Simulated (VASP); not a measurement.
Wanted: the native input for a VASP 6.6.1 run.

```
Task                   : single point
Functional             : PBE
Potentials or basis    : VASP PAW PBE potentials, release 64 (K_sv, Ta_pv, O)
Cutoff                 : 520 eV
k mesh                 : 8 × 8 × 8
Occupations            : gaussian, width 0.05 eV
Spin                   : no spin polarisation
Dipole correction      : no
Further INCAR settings : ALGO = Normal; EDIFF = 1e-06; NBANDS = 27
```

The structure of KTaO3 lies in POSCAR:

```
KTaO3
1.0
    3.9310716720      0.0000000000      0.0000000000
    0.0000000000      3.9310716720      0.0000000000
    0.0000000000      0.0000000000      4.0248506931
K Ta O
1 1 3
Direct
    0.5000000000      0.5000000000      0.5000000000
    0.0000000000      0.0000000000      0.0000000000
    0.5000000000      0.0000000000      0.0000000000
    0.0000000000      0.5000000000      0.0000000000
    0.0000000000      0.0000000000      0.5000000000
```

This cell differs from its parent crystal: normal strain along x -0.0233, normal strain along y -0.0233.

One way to write it, as run:

INCAR

```
PREC = Accurate
ENCUT = 520
EDIFF = 1E-6
ISMEAR = 0
SIGMA = 0.05
LREAL = False
LASPH = True
NELM = 100
ALGO = Normal
ISIF = 2
LWAVE = False
LCHARG = True
GGA = PE
LELF = True
LVHAR = True
NBANDS = 27
```

KPOINTS

```
regular mesh
0
Gamma
  8 8 8
```

Potentials or basis: VASP PAW PBE potentials, release 64 (K_sv, Ta_pv, O).

Run with:

```sh
$ cat potpaw_PBE.64/K_sv/POTCAR potpaw_PBE.64/Ta_pv/POTCAR potpaw_PBE.64/O/POTCAR > POTCAR
$ mpirun -np 1 vasp_std > vasp.out
```

Results of the run:

```yaml
Pressure: 10.8 GPa
Band_gap_on_the_k_mesh: 2.19 eV, indirect (least direct gap 2.80 eV)
```

Caveat: the cell differs from its parent crystal (normal strain along x -0.0233, normal strain along y -0.0233); spin-orbit coupling is left out, which moves the levels of the heavy elements.

Run time: 80 s on 1 thread of AMD EPYC 7R13 Processor (Zen 3), on a shared host, peak memory 0.22 GiB.
